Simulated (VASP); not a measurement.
Wanted: the native input for a VASP 6.6.1 run.

```
Task                   : relaxation of cell and atoms
Functional             : PBE
Potentials or basis    : VASP PAW PBE potentials, release 64 (B)
Cutoff                 : 600 eV
k mesh                 : 4 × 4 × 10
Occupations            : gaussian, width 0.1 eV
Spin                   : no spin polarisation
Dipole correction      : no
Further INCAR settings : ALGO = Normal; EDIFF = 1e-07; IBRION = 2; EDIFFG = -0.04; NSW = 90; ISIF = 3
```

The structure of B lies in POSCAR:

```
B
1.0
    4.1769265100      0.0000000000      0.0000000000
    0.0000000000      4.1769265100      0.0000000000
    0.0000000000      0.0000000000      1.7306782100
B
4
Direct
    0.2070418300      0.5000000000      0.0000000000
    0.7929581700      0.5000000000      0.0000000000
    0.5000000000      0.2070418300      0.0000000000
    0.5000000000      0.7929581700      0.0000000000
```

These files were run (other wordings do the same):

INCAR

```
SYSTEM = B
PREC = Accurate
ENCUT = 600
EDIFF = 1E-7
ISMEAR = 0
SIGMA = 0.1
LREAL = .FALSE.
LASPH = .TRUE.
NELM = 60
ALGO = Normal
ISIF = 3
LWAVE = .FALSE.
LCHARG = .FALSE.
GGA = PE
IBRION = 2
NSW = 90
EDIFFG = -0.04
```

KPOINTS

```
Automatic mesh
0
G
  4 4 10
  0 0 0
```

Potentials or basis: VASP PAW PBE potentials, release 64 (B).

Launch:

```bash
$ cat potpaw_PBE.64/B/POTCAR > POTCAR
$ mpirun -np 1 vasp_std > vasp.out
```

It gave:

| Quantity | Value |
| --- | --- |
| Relaxed volume | 8.47 Å³/atom |
| Relaxed cell | a = 4.202 Å, b = 4.202 Å, c = 1.918 Å, α = 90.00°, β = 90.00°, γ = 90.00° |
| Space group after relaxing (to 0.05 Å) | P4/mmm (No. 123) |
| Energy gained by relaxing | 128.4 meV/atom |
| Ionic steps | 8 |
| Pressure after relaxing | 0.0 GPa |
| Largest force after relaxing | 0.013 eV/Å |
| Band gap on the k mesh | zero (band 6 reaches 5.15 eV, above the bottom of band 7 at 3.77 eV) |

Caveat: the k points lie up to 0.37 Å⁻¹ apart in the final cell.

Wall time 52 s on 1 thread of Intel(R) Xeon(R) Platinum 8259CL CPU @ 2.50GHz (Skylake/Cascade Lake), with other jobs on the host, peak memory 0.14 GiB.
